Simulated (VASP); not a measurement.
Input of a VASP 6.6.1 run:

Contents of INCAR:

```
ALGO = Normal
EDIFF = 1E-7
ENCUT = 520
GGA = CA
ISIF = 2
ISMEAR = -1
LASPH = True
LCHARG = False
LREAL = False
LWAVE = False
NBANDS = 15
NELM = 60
PREC = Accurate
SIGMA = 0.03
```

File KPOINTS:

```
k-points
0
Gamma
  10 10 10
```

The input POSCAR:

```
LaP
1.0
    0.0000000000      3.0225083792      3.0225083792
    3.0225083792      0.0000000000      3.0225083792
    3.0225083792      3.0225083792      0.0000000000
La P
1 1
Direct
    0.0000000000      0.0000000000      0.0000000000
    0.5000000000      0.5000000000      0.5000000000
```

Potentials or basis: VASP PAW LDA potentials, release 64 (La, P).

Launch:

```bash
$ cat potpaw_LDA.64/La/POTCAR potpaw_LDA.64/P/POTCAR > POTCAR
$ mpirun -np 1 vasp_std > vasp.out
```

Q: Estimate the band gap on the k mesh.

A: Zero (band 8 reaches 6.29 eV, above the bottom of band 9 at 6.09 eV).

Q: Estimate the pressure.

A: -3.9 GPa.

Caveat: spin-orbit coupling is left out, which moves the levels of the heavy elements.
